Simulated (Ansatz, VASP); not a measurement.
**SnSe: VASP beside Ansatz**

INCAR

```
ALGO = Normal
EDIFF = 1E-6
EDIFFG = -0.005
ENCUT = 600
GGA = PS
IBRION = 2
ISIF = 3
ISMEAR = -1
IVDW = 13
LASPH = True
LCHARG = False
LREAL = False
LWAVE = False
NELM = 100
NSW = 80
PREC = Accurate
SIGMA = 0.05
```

KPOINTS

```
k-points
0
Gamma
  8 8 8
```

The input POSCAR:

```
SnSe
1.0
    0.0000000000      3.0100000000      3.0100000000
    3.0100000000      0.0000000000      3.0100000000
    3.0100000000      3.0100000000      0.0000000000
Sn Se
1 1
Direct
    0.0000000000      0.0000000000      0.0000000000
    0.5000000000      0.5000000000      0.5000000000
```

The input input.yaml:

```yaml
crystal:
  lattice:
    - [0.0, 3.01, 3.01]
    - [3.01, 0.0, 3.01]
    - [3.01, 3.01, 0.0]
  atoms:
    - { symbol: Sn, position: [0.0, 0.0, 0.0] }
    - { symbol: Se, position: [0.5, 0.5, 0.5] }
kpoints:
  mp_grid: { grid: [8, 8, 8] }
scf:
  occupations: { method: fermi_dirac, width: 0.05 }
hamiltonian:
  xc: pbesol
  dispersion: d4
  pseudopotentials: { kind: all_electron, lapw: { basis_error: 0.001 } }
output:
  forces: true
  stress: true
relax:
  f_tol: 0.005
  max_steps: 60
  cell: {}
```

Alike in both runs: task relaxation of cell and atoms; functional PBEsol; dispersion D4; k mesh 8 × 8 × 8; occupations fermi-dirac, width 0.05 eV; no spin polarisation.

|  | VASP | Ansatz |
| --- | --- | --- |
| version | VASP 6.6.1 | Ansatz 0.2.0 |
| potentials or method | VASP PAW PBE potentials, release 64 (Sn_d, Se), cutoff 600 eV | all-electron LAPW, scalar-relativistic |

```csv
,VASP,Ansatz,Ansatz less VASP
relaxed volume (Å³/atom),25.69,25.65,-0.038
relaxed cell length with the largest relative difference (Å),4.173,4.171,-0.0021
```

VASP's potentials were made for PBE, not for PBEsol. Ansatz ran all-electron here, and VASP with PAW potentials.
